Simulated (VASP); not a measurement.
Al, 1 atom in the cell. The structure is cubic, space group Fm-3m (No. 225). The conventional cell has a = 3.959 Å, b = 3.959 Å, c = 3.959 Å, α = 90.00°, β = 90.00°, γ = 90.00°. Al (site symmetry m-3m) has 12 Al at 2.80 Å within 3.7 Å.  This cell differs from its parent crystal: volume scaled by 0.94.

```yaml
Program: VASP 6.6.1
Task: single point
Functional: PBE
Potentials_or_basis: VASP PAW PBE potentials, release 64 (Al)
Cutoff: 500 eV
k_mesh: 18 × 18 × 18
Occupations: gaussian, width 0.1 eV
Spin: no spin polarisation
Dipole_correction: no
Further_INCAR_settings: ALGO = Normal; EDIFF = 1e-06; NBANDS = 8
```

Potentials or basis: VASP PAW PBE potentials, release 64 (Al).

The run is started by

```console
$ cat potpaw_PBE.64/Al/POTCAR > POTCAR
$ mpirun -np 1 vasp_std > vasp.out
```

Hardware: 1 thread of AMD EPYC 7R43 64-Core Processor (Zen 3), on a shared host.

**Question.** How long does it take, and how much memory?

**Answer.** Run time: 20 s on 1 thread of AMD EPYC 7R43 64-Core Processor (Zen 3), on a shared host, peak memory 0.1 GiB. Counts: scf iterations 10, k points 195.
